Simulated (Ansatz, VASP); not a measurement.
**Cu in VASP and in Ansatz**

```
Cu
1.0
     2.55619    0.00000    0.00000
     1.27810    2.21373    0.00000
     0.00000    0.00000   32.78409
Cu
10
Cartesian
  0.0000 0.0000 6.9722
  1.2781 0.7379 9.0547
  2.5562 1.4758 11.1456
  0.0000 0.0000 13.2406
  1.2781 0.7379 15.3426
  2.5562 1.4758 17.4415
  0.0000 0.0000 19.5434
  1.2781 0.7379 21.6385
  2.5562 1.4758 23.7294
  0.0000 0.0000 25.8119
```

Alike in both runs: functional PBE; k mesh 18 × 18 × 1; occupations gaussian, width 0.1 eV; no spin polarisation.

Ansatz relaxed the structure, and its values are those at the end. VASP's run is a single point on that final structure, the one shown.

|  | VASP | Ansatz |
| --- | --- | --- |
| version | VASP 6.6.1 | Ansatz 0.2.0 |
| potentials or method | VASP PAW PBE potentials, release 64 (Cu) | scalar-relativistic, plane waves, PAW |
| plane-wave cutoff (eV) | 520 | 420 |
| valence electrons in the cell | 110 | 190 |

Ansatz gave:

* gap on the k mesh at the Fermi level (eV): none
* rms of the force components (eV/Å): 0.000

What did VASP give for the same quantities?

gap on the k mesh at the Fermi level (eV): none; rms of the force components (eV/Å): 0.005.

A gap of «none» marks a metal or a gap that the smearing closes. VASP's potentials hold 110 valence electrons a cell and Ansatz's 190, so a difference there can come from the potentials and not from the codes. Ansatz's warnings: xc potential rough in thin density.
